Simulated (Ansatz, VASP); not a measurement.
**CsPbCl3: VASP beside Ansatz**

Contents of INCAR:

```
SYSTEM = CsPbCl3
PREC     = Accurate       ! precision mode
ENCUT    = 520            ! plane-wave cutoff, eV
EDIFF    = 1E-6           ! SCF threshold, eV
ISMEAR   = -1             ! smearing method
SIGMA    = 0.05           ! smearing width, eV
LREAL    = .False.        ! projectors in reciprocal space
LASPH    = .True.         ! aspherical terms in the spheres
NELM     = 100            ! most SCF steps
ALGO     = Normal         ! electronic algorithm
ISIF     = 2              ! what is computed and relaxed
LWAVE    = .False.        ! write WAVECAR
LCHARG   = .True.         ! write CHGCAR
GGA      = PE             ! functional
LELF     = .True.         ! ELF
LVHAR    = .True.       
NBANDS   = 30             ! bands
```

The input KPOINTS:

```
regular mesh
0
Gamma
  9 9 9
  0 0 0
```

The input POSCAR:

```
CsPbCl3
1.0
    5.6050000000      0.0000000000      0.0000000000
    0.0000000000      5.6050000000      0.0000000000
    0.0000000000      0.0000000000      5.6050000000
Pb Cs Cl
1 1 3
Direct
    0.5000000000      0.5000000000      0.5000000000
    0.0000000000      0.0000000000      0.0000000000
    0.5000000000      0.0000000000      0.5000000000
    0.0000000000      0.5000000000      0.5000000000
    0.5000000000      0.5000000000      0.0000000000
```

The input input.yaml:

```yaml
crystal:
  lattice:
    - [5.605, 0.0, 0.0]
    - [0.0, 5.605, 0.0]
    - [0.0, 0.0, 5.605]
  atoms:
    - { symbol: Pb, position: [0.5, 0.5, 0.5] }
    - { symbol: Cs, position: [0.0, 0.0, 0.0] }
    - { symbol: Cl, position: [0.5, 0.0, 0.5] }
    - { symbol: Cl, position: [0.0, 0.5, 0.5] }
    - { symbol: Cl, position: [0.5, 0.5, 0.0] }
hamiltonian:
  xc: pbe
  pseudopotentials: { kind: paw }
kpoints:
  mp_grid: { grid: [9, 9, 9] }
scf:
  occupations: { method: fermi_dirac, width: 0.05 }
output:
  forces: true
  stress: true
  eigenvalues: true
```

Alike in both runs: task single point; functional PBE; k mesh 9 × 9 × 9; occupations fermi-dirac, width 0.05 eV; no spin polarisation.

|  | VASP | Ansatz |
| --- | --- | --- |
| version | VASP 6.6.1 | Ansatz 0.2.0 |
| potentials or method | VASP PAW PBE potentials, release 64 (Pb_d, Cs_sv, Cl) | Ansatz PAW |
| plane-wave cutoff (eV) | 520 | 420 |
| valence electrons in the cell | 44 | 44 |

Ansatz gave:

* gap on the k mesh at the Fermi level (eV): 2.29
* least direct gap on the mesh (eV): 2.29
* pressure (GPa): 1.8

Problem. Estimate VASP's values.

Solution. gap on the k mesh at the Fermi level (eV): 2.30; least direct gap on the mesh (eV): 2.30; pressure (GPa): 1.7.

Spin-orbit coupling is off throughout. Noted on Ansatz's run: odd divisions of the mesh miss points on the zone boundary, where band edges often lie, so the gap on the mesh can be too wide.
